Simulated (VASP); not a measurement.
Here is a VASP 6.6.1 calculation.

INCAR

```
SYSTEM = Pt3Pb
PREC = Accurate
ENCUT = 520
EDIFF = 1E-8
ISMEAR = -1
SIGMA = 0.03
LREAL = .FALSE.
LASPH = .TRUE.
NELM = 100
ALGO = Normal
ISIF = 2
LWAVE = .FALSE.
LCHARG = .FALSE.
LEFG = .TRUE.
NBANDS = 30
```

The input KPOINTS:

```
regular mesh
0
G
  9 9 9
  0 0 0
```

The input POSCAR:

```
Pt3Pb
1.0
    4.0580000000      0.0405800000      0.0405800000
    0.0405800000      4.0580000000      0.0405800000
    0.0405800000      0.0405800000      4.0580000000
Pt Pb
3 1
Direct
    0.0000000000      0.5000000000      0.5000000000
    0.5000000000      0.0000000000      0.5000000000
    0.5000000000      0.5000000000      0.0000000000
    0.0000000000      0.0000000000      0.0000000000
```

Potentials or basis: VASP PAW LDA potentials, release 64 (Pt, Pb_d).

Run with:

```bash
$ cat potpaw_LDA.64/Pt/POTCAR potpaw_LDA.64/Pb_d/POTCAR > POTCAR
$ mpirun -np 1 vasp_std > vasp.out
```

Q: What does it give for the band gap on the k mesh?

A: Zero (bands 22 and 23 overlap by 0.44 eV).

Q: What does it give for the pressure?

A: -2.0 GPa.

Stress tensor (GPa, compression positive):
```
-1.99 -1.29 -1.29
-1.29 -1.99 -1.29
-1.29 -1.29 -1.99
```

Caveat: the cell differs from its parent crystal (equal xy, yz and zx shear strains of +2 %); without QUAD_EFG the Cq values of the log hold for a quadrupole moment of 1 mb, not for the nuclei; spin-orbit coupling is left out, which moves the levels of the heavy elements.
